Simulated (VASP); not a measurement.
# Ag (Im-3m) in VASP: notebook

The runs below take Ag through relaxation of cell and atoms, with PBEsol.

Program: VASP 6.6.1. These are calculated values, not measurements. Logs are shortened: lines on timing, memory, paths and dates and some standing lists are left out, and cuts for length are marked.

## (1) The cell of the first run

Symmetry: Im-3m, No. 229, cubic system. The conventional cell has a = 3.311 Å, b = 3.311 Å, c = 3.311 Å, α = 90.00°, β = 90.00°, γ = 90.00°. Within 3.8 Å of Ag (site symmetry m-3m) lie 14 Ag at 2.87 to 3.31 Å.

## (2) Relaxation of cell and atoms, PBEsol, target pressure 40 GPa, at which the enthalpy is minimised

File INCAR:

```
SYSTEM = Ag
  PREC = Accurate
  ENCUT = 600
  EDIFF = 1E-7
  ISMEAR = -1
  SIGMA = 0.1
  LREAL = .FALSE.
  LASPH = .TRUE.
  NELM = 60
  ALGO = Normal
  ISIF = 3
  LWAVE = .FALSE.
  LCHARG = .FALSE.
  GGA = PS
  IBRION = 2
  NSW = 80
  EDIFFG = -0.02
  PSTRESS = 400.0
```

File KPOINTS:

```
Automatic mesh
0
G
  9 9 9
  0 0 0
```

File POSCAR:

```
Ag
1.0
   -1.6556540000      1.6556540000      1.6556540000
    1.6556540000     -1.6556540000      1.6556540000
    1.6556540000      1.6556540000     -1.6556540000
Ag
1
Direct
    0.0000000000      0.0000000000      0.0000000000
```

Potentials or basis: VASP PAW PBE potentials, release 64 (Ag).

On the command line:

```bash
$ cat potpaw_PBE.64/Ag/POTCAR > POTCAR
$ mpirun -np 1 vasp_std > vasp.out
```

OUTCAR:

```text
SYSTEM = Ag
   PREC = Accurate
   ENCUT = 600
   EDIFF = 1E-7
   ISMEAR = -1
   LREAL = .FALSE.
   LASPH = .TRUE.
   NELM = 60
   ISIF = 3
   GGA = PS
   IBRION = 2
   NSW = 80
   EDIFFG = -0.02
   PSTRESS = 400.0

 ion  position               nearest neighbor table
   1  0.000  0.000  0.000-

  LATTYP: Found a body centered cubic cell.
 ALAT       =     3.3113080000

  Lattice vectors:

 A1 = (  -1.6556540000,   1.6556540000,   1.6556540000)
 A2 = (   1.6556540000,  -1.6556540000,   1.6556540000)
 A3 = (   1.6556540000,   1.6556540000,  -1.6556540000)

Analysis of symmetry for initial positions (statically):
=====================================================================
 Subroutine PRICEL returns:
 Original cell was already a primitive cell.

 Routine SETGRP: Setting up the symmetry group for a
 body centered cubic supercell.

 Subroutine GETGRP returns: Found 48 space group operations
 (whereof 48 operations were pure point group operations)
 out of a pool of 48 trial point group operations.

The static configuration has the point symmetry O_h .

Analysis of symmetry for dynamics (positions and initial velocities):
=====================================================================
 Subroutine PRICEL returns:
 Original cell was already a primitive cell.

 Routine SETGRP: Setting up the symmetry group for a
 body centered cubic supercell.

 Subroutine GETGRP returns: Found 48 space group operations
 (whereof 48 operations were pure point group operations)
 out of a pool of 48 trial point group operations.

The dynamic configuration has the point symmetry O_h .

 Subroutine INISYM returns: Found 48 space group operations
 (whereof 48 operations are pure point group operations),
 and found     1 'primitive' translations

----------------------------------------------------------------------------------------

                                     Primitive cell

  volume of cell :      18.1538

  direct lattice vectors                    reciprocal lattice vectors
    -1.655654000  1.655654000  1.655654000     0.000000000  0.301995465  0.301995465
     1.655654000 -1.655654000  1.655654000     0.301995465  0.000000000  0.301995465
     1.655654000  1.655654000 -1.655654000     0.301995465  0.301995465  0.000000000

  length of vectors
     2.867676848  2.867676848  2.867676848     0.427086083  0.427086083  0.427086083

  position of ions in fractional coordinates (direct lattice)
     0.000000000  0.000000000  0.000000000

  ion indices of the primitive-cell ions
   primitive index   ion index
                 1           1

----------------------------------------------------------------------------------------

 KPOINTS: Automatic mesh

Automatic generation of k-mesh.
 Grid dimensions read from file:
 generate k-points for:    9    9    9

 Generating k-lattice:

  Cartesian coordinates                     Fractional coordinates (reciprocal lattice)
     0.000000000  0.033555052  0.033555052     0.111111111  0.000000000  0.000000000
     0.033555052  0.000000000  0.033555052     0.000000000  0.111111111  0.000000000
     0.033555052  0.033555052  0.000000000     0.000000000  0.000000000  0.111111111

  Length of vectors
     0.047454009  0.047454009  0.047454009

  Shift w.r.t. Gamma in fractional coordinates (k-lattice)
     0.000000000  0.000000000  0.000000000

 Subroutine IBZKPT returns following result:
 ===========================================

 Found     35 irreducible k-points:

 Following reciprocal coordinates:
            Coordinates               Weight
  0.000000  0.000000  0.000000      1.000000
  0.111111  0.000000  0.000000     12.000000
  0.222222  0.000000  0.000000     12.000000
  0.333333  0.000000  0.000000     12.000000
  0.444444  0.000000  0.000000     12.000000
  0.111111  0.111111  0.000000     24.000000
[... 16 lines left out ...]
 -0.333333  0.444444  0.111111     48.000000
 -0.444444 -0.444444  0.111111     24.000000
 [... further k-points ...]
   k-points           NKPTS =     35   k-points in BZ     NKDIM =     35   number of bands    NBANDS=      9
   number of dos      NEDOS =    301   number of ions     NIONS =      1
   total plane-waves  NPLWV =  13824
   dimension x,y,z NGX =    24 NGY =   24 NGZ =   24
   dimension x,y,z NGXF=    48 NGYF=   48 NGZF=   48
   ions per type =               1
   NGX,Y,Z   is equivalent  to a cutoff of  13.91, 13.91, 13.91 a.u.
   NGXF,Y,Z  is equivalent  to a cutoff of  27.83, 27.83, 27.83 a.u.
 SYSTEM =  Ag
   PREC   = accura    normal or accurate (medium, high low for compatibility)
   ISTART =      0    job   : 0-new  1-cont  2-samecut
   ICHARG =      2    charge: 1-file 2-atom 10-const
   ISPIN  =      1    spin polarized calculation?
   LNONCOLLINEAR =      F non collinear calculations
   LSORBIT =      F    spin-orbit coupling
   LASPH  =      T    aspherical Exc in radial PAW
   ENCUT  =  600.0 eV  44.10 Ry    6.64 a.u.   5.73  5.73  5.73*2*pi/ulx,y,z
   NELM   =     60;   NELMIN=  2; NELMDL= -5     # of ELM steps
   EDIFF  = 0.1E-06   stopping-criterion for ELM
   LREAL  =      F    real-space projection
   EDIFFG = -.2E-01   stopping-criterion for IOM
   NSW    =     80    number of steps for IOM
   IBRION =      2    ionic relax: 0-MD 1-quasi-New 2-CG
   NFREE  =      1    steps in history (QN), initial steepest desc. (CG)
   ISIF   =      3    stress and relaxation
   ISYM   =      2    0-nonsym 1-usesym 2-fastsym
   POTIM  = 0.5000    time-step for ionic-motion
   TEBEG  =    0.0;   TEEND  =   0.0 temperature during run
   PSTRESS=  400.0 pullay stress
   NELECT =      11.0000    total number of electrons
   NUPDOWN=      -1.0000    fix difference up-down
   EMIN   =  10.00;   EMAX   =-10.00  energy-range for DOS
   EFERMI =   0.00;   METHOD = LEGACY
   ISMEAR =    -1;   SIGMA  =   0.10  broadening in eV -4-tet -1-fermi 0-gaus
   EFERMI_NEDOS =   21; number of points for ismear=-14 and -15
   IALGO  =     38    algorithm
   IMIX   =      4    mixing-type and parameters
     AMIX     =   0.40;   BMIX     =  1.00
     AMIX_MAG =   1.60;   BMIX_MAG =  1.00
  volume/ion in A,a.u.               =      18.15       122.51
  Fermi-wavevector in a.u.,A,eV,Ry     =   1.385318  2.617871 26.111022  1.919106
  Thomas-Fermi vector in A             =   2.509739
   LORBIT       =      0    0 simple, 1 ext, 2 COOP (PROOUT), +10 PAW based schemes
   GGA     = PS    functional components
   LHFCALC =     F    Hartree Fock is set to
   AEXX    =    0.0000 exact exchange contribution
   IVDW    =     0    specifies the selected vdW correction
   LEPSILON=     F    determine dielectric tensor
   LRPA    =     F    only Hartree local field effects (RPA)
 conjugate gradient relaxation of ions
 non-spin polarized calculation
  energy-cutoff  :      600.00
  volume of cell :       18.15
 maximum number of plane-waves:       623
   NGX = 11   NGY = 11   NGZ = 11

--------------------------------------- Ionic step        1  -------------------------------------------

 number of electron      11.0000001 magnetization

 Free energy of the ion-electron system (eV)
  ---------------------------------------------------
  ext. energy  EPLUGINS =         0.00000000
  ---------------------------------------------------
  free energy    TOTEN  =        -3.25421976 eV

  energy without entropy =       -3.24335654  energy(sigma->0) =       -3.24878815

------------------------ aborting loop because EDIFF is reached ----------------------------------------

  FORCE on cell =-STRESS in cart. coord.  units (eV):
  Direction    XX          YY          ZZ          XY          YZ          ZX
  --------------------------------------------------------------------------------------
  -------------------------------------------------------------------------------------
  Total       -0.8411094     -0.8411094     -0.8411094     -0.0000000     -0.0000000      0.0000000
  in kB      -74.2325375    -74.2325375    -74.2325375     -0.0000000     -0.0000000      0.0000000
  external PRESSURE =    -474.2325375 kB  Pullay stress =     400.0000000 kB
[... 96 lines left out ...]
  enthalpy is  TOTEN    =         0.8264696614 eV   P V=        4.1140093502

--------------------------------------- Ionic step        4  -------------------------------------------

 number of electron      11.0000003 magnetization

 E-fermi :   9.6791     XC(G=0): -13.0156

 val. band max:        9.6709344622   @ k =  -0.3333   0.4444   0.1111
 cond. band min:       9.7778773965   @ k =  -0.4444   0.4444   0.1111
 fundamental gap:      0.1069429343
 Fermi energy:         9.6790894832

 k-point     1 :       0.0000    0.0000    0.0000
  band No.  band energies     occupation
      1       1.1058      2.00000
      2       4.4073      2.00000
      3       4.4073      2.00000
      4       4.4073      2.00000
      5       5.9953      2.00000
      6       5.9953      2.00000
      7      27.9667      0.00000
      8      27.9667      0.00000
      9      27.9667      0.00000
[... 458 lines left out ...]
  enthalpy is  TOTEN    =         0.4482079125 eV   P V=        3.4439949492

--------------------------------------- Ionic step        9  -------------------------------------------

 number of electron      11.0000002 magnetization

 Free energy of the ion-electron system (eV)
  ---------------------------------------------------
  ext. energy  EPLUGINS =         0.00000000
  ---------------------------------------------------
  free energy    TOTEN  =        -2.98592423 eV

  energy without entropy =       -2.97237352  energy(sigma->0) =       -2.97914887

 E-fermi :  11.6423     XC(G=0): -13.7399

 val. band max:       11.6423103769   @ k =  -0.4444   0.4444   0.1111
 cond. band min:      11.6805690939   @ k =  -0.3333   0.4444   0.1111
 fundamental gap:      0.0382587170
 Fermi energy:        11.6423231089

 k-point     1 :       0.0000    0.0000    0.0000
  band No.  band energies     occupation
      1       2.0493      2.00000
      2       5.7644      2.00000
      3       5.7644      2.00000
      4       5.7644      2.00000
      5       7.6737      2.00000
      6       7.6737      2.00000
      7      30.1564      0.00000
      8      30.1564      0.00000
      9      30.1564      0.00000
[... 304 lines left out ...]
  FREE ENERGIE OF THE ION-ELECTRON SYSTEM (eV)
  ---------------------------------------------------
  free  energy   TOTEN  =        -2.9859242294 eV

  energy  without entropy=       -2.9723735188  energy(sigma->0) =       -2.97914887

  enthalpy is  TOTEN    =         0.4480988272 eV   P V=        3.4340230566

 reached required accuracy - stopping structural energy minimisation
```

It took 54 s on 1 thread of Intel Xeon 8259CL, shared host; peak memory 0.16 GiB.

What came out:

```
Free energy                                            : -2.9859 eV
Relaxed volume                                         : 13.75 Å³/atom
Relaxed cell                                           : a = 2.614 Å, b = 2.614 Å, c = 2.614 Å, α = 109.47°, β = 109.47°, γ = 109.47°
Space group after relaxing (to 0.05 Å)                 : Im-3m (No. 229)
Energy change on relaxing (the enthalpy is what falls) : +268.3 meV/atom
Ionic steps                                            : 9
Pressure after relaxing                                : 40.0 GPa
```

Step by step:
| step | energy change (eV) | largest force (eV/Å) | pressure (GPa) | volume (Å³) |
| --- | --- | --- | --- | --- |
| 1 | 0.0000 | 0.0000 | -7.42 | 18.15 |
| 2 | 11.1064 | 0.0000 | 875.51 | 7.38 |
| 3 | -0.0333 | 0.0000 | 2.11 | 16.48 |
| 4 | 0.0110 | 0.0000 | 12.17 | 15.43 |
| 5 | 0.3599 | 0.0000 | 48.16 | 13.42 |
| 6 | 0.2535 | 0.0000 | 38.67 | 13.81 |
| 7 | 0.2730 | 0.0000 | 40.40 | 13.74 |
| 8 | 0.2584 | 0.0000 | 39.15 | 13.79 |
| 9 | 0.2683 | 0.0000 | 39.99 | 13.75 |

Final structure:
```yaml
crystal:
  lattice:
    - [-1.50938, 1.50938, 1.50938]
    - [1.50938, -1.50938, 1.50938]
    - [1.50938, 1.50938, -1.50938]
  atoms:
    - { symbol: Ag, position: [0.00000, 0.00000, 0.00000] }
```

Caveat: the cell is relaxed towards a set pressure, so the enthalpy falls and the energy may rise; the volume moved by over 15 % at a fixed basis, so the end points are rough; the PAW data sets were made with another functional, which shifts forces and pressure a little.

(Continued in part 2 of 2.)
